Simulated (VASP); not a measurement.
# Cu: single point with LDA

Crystal: Cu.

```
Cu
1.0
    -1.38025    1.38025    1.46293
     1.38025   -1.38025    1.46293
     1.38025    1.38025   -1.46293
Cu
1
Direct
  0.00000 0.00000 0.00000
```

- Program: VASP 6.6.1
- Task: single point
- Functional: LDA
- Potentials or basis: VASP PAW LDA potentials, release 64 (Cu)
- Cutoff: 520 eV
- k mesh: 24 × 24 × 24
- Occupations: gaussian, width 0.15 eV
- Spin: no spin polarisation

```json
{
  "Pressure": "-2.7 GPa",
  "Band gap on the k mesh": "zero (an odd number of electrons rules out a gap without spin polarisation)"
}
```

Stress tensor (GPa, compression positive):
```
-3.07  0.00  0.00
 0.00 -3.07  0.00
 0.00  0.00 -1.94
```

Levels at points of the mesh, in eV from the Fermi level:
| k point | band 4 | band 5 | band 6 | band 7 | band 8 | band 9 |
| --- | --- | --- | --- | --- | --- | --- |
| (0.00, 0.00, 0.00) | -3.19 | -2.37 | -2.13 | 24.88 | 25.95 | 25.95 |
| (0.50, 0.00, 0.00) | -2.09 | -1.46 | -0.87 | 4.43 | 18.52 | 18.73 |
| (0.50, 0.50, 0.00) | -2.04 | -1.41 | -0.42 | 5.07 | 17.00 | 17.02 |
| (0.50, 0.50, 0.50) | -1.60 | -1.60 | 6.94 | 9.15 | 9.15 | 13.23 |

It took 53 s on 1 thread of Intel(R) Xeon(R) 6975P-C (Granite Rapids), with other jobs on the host, peak memory 0.23 GiB.
